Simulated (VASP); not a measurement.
Input of a VASP 6.6.1 run:

POSCAR

```
Si2Mo
1.0
   -1.5961744704      1.5961744704      3.8975781942
    1.5961744704     -1.5961744704      3.8975781942
    1.5961744704      1.5961744704     -3.8975781942
Si Mo
2 1
Direct
    0.3353506881      0.3353506881      0.0000000000
    0.6646493119      0.6646493119      0.0000000000
    0.0000000000      0.0000000000      0.0000000000
```

Contents of INCAR.step1:

```
PREC = Accurate
ENCUT = 520
ISMEAR = 0
SIGMA = 0.05
LREAL = F
LASPH = T
NELM = 100
NBANDS = 18
GGA = PE
ALGO = Normal
EDIFF = 1E-4
LWAVE = T
LCHARG = F
```

Contents of INCAR.step2:

```
PREC = Accurate
ENCUT = 520
EDIFF = 1E-6
ISMEAR = 0
SIGMA = 0.05
LREAL = F
LASPH = T
NELM = 100
ALGO = Normal
ISIF = 2
LWAVE = F
LCHARG = T
METAGGA = R2SCAN
LMIXTAU = T
IVDW = 13
LELF = T
LVHAR = T
VDW_S6 = 1.0
VDW_S8 = 0.6018749
VDW_A1 = 0.51559235
VDW_A2 = 5.77342911
NBANDS = 18
ISTART = 1
```

File KPOINTS:

```
regular mesh
0
Gamma
  10 10 10
```

Potentials or basis: VASP PAW PBE potentials, release 64 (Si, Mo_sv).

Command:

```bash
$ cat potpaw_PBE.64/Si/POTCAR potpaw_PBE.64/Mo_sv/POTCAR > POTCAR
$ cp INCAR.step1 INCAR
$ mpirun -np 1 vasp_std > vasp.out
$ cp INCAR.step2 INCAR
$ mpirun -np 1 vasp_std > vasp.out
```

(1) Predict the band gap on the k mesh.

(2) Estimate the dispersion energy per atom.

Results:

(1) zero (band 11 reaches 12.89 eV, above the bottom of band 12 at 11.87 eV).

(2) -0.193 eV.
